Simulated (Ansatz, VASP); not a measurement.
## CaMg: VASP beside Ansatz

INCAR

```
SYSTEM = CaMg
PREC     = Accurate       ! precision mode
ENCUT    = 520            ! plane-wave cutoff, eV
EDIFF    = 1E-6           ! SCF threshold, eV
ISMEAR   = 0              ! smearing method
SIGMA    = 0.15           ! smearing width, eV
LREAL    = .FALSE.        ! projectors in reciprocal space
LASPH    = .TRUE.         ! aspherical terms in the spheres
NELM     = 80             ! most SCF steps
ALGO     = Fast           ! electronic algorithm
ISIF     = 2              ! what is computed and relaxed
LWAVE    = .FALSE.        ! write WAVECAR
LCHARG   = .FALSE.        ! write CHGCAR
NBANDS   = 13             ! bands
```

File KPOINTS:

```
Automatic mesh
0
G
  12 12 12
  0 0 0
```

File POSCAR:

```
CaMg
1.0
    3.8262479978      0.0000000000      0.0000000000
    0.0000000000      3.8262479978      0.0000000000
    0.0000000000      0.0000000000      3.8262479978
Ca Mg
1 1
Direct
    0.0213764553      0.0000000000      0.0000000000
    0.4647510564      0.5000000000      0.5000000000
```

Input for Ansatz:

```yaml
crystal:
  lattice:
    - [3.8262479978, 0.0, 0.0]
    - [0.0, 3.8262479978, 0.0]
    - [0.0, 0.0, 3.8262479978]
  atoms:
    - { symbol: Ca, position: [0.0213764553, 0.0, 0.0] }
    - { symbol: Mg, position: [0.4647510564, 0.5, 0.5] }
basis:
  ecutwfc: 520.0
kpoints:
  mp_grid: { grid: [12, 12, 12] }
hamiltonian:
  xc: lda
scf:
  occupations: { method: gaussian, width: 0.15 }
output:
  forces: true
  stress: true
  eigenvalues: true
```

Change from the starting cell: mode 4 frozen in at -0.136 Å, equal normal strain along x, y and z -0.0083.

Alike in both runs: task single point; functional LDA; k mesh 12 × 12 × 12; occupations gaussian, width 0.15 eV; no spin polarisation.

|  | VASP | Ansatz |
| --- | --- | --- |
| version | VASP 6.6.1 | Ansatz 0.2.0 |
| potentials or method | VASP PAW LDA potentials, release 64 (Ca_sv, Mg), cutoff 520 eV | scalar-relativistic, plane waves, PAW |
| valence electrons in the cell | 12 | 20 |

Ansatz gave:

- gap on the k mesh at the Fermi level (eV): none
- pressure (GPa): 1.1
- traceless stress, the component that is largest in VASP (GPa): -0.39
- rms of the force components (eV/Å): 0.330

Task: Estimate VASP's values.

Result: gap on the k mesh at the Fermi level (eV): none; pressure (GPa): 1.0; traceless stress, the component that is largest in VASP (GPa): -0.40; rms of the force components (eV/Å): 0.335.

LDA's correlation is that of Perdew and Zunger in VASP and of Perdew and Wang (1992) in Ansatz. Atom by atom the forces differ by 0.005 eV/Å (rms over components). A gap of «none» marks a metal or a gap that the smearing closes. VASP's potentials hold 12 valence electrons a cell and Ansatz's 20, so a difference there can come from the potentials and not from the codes.
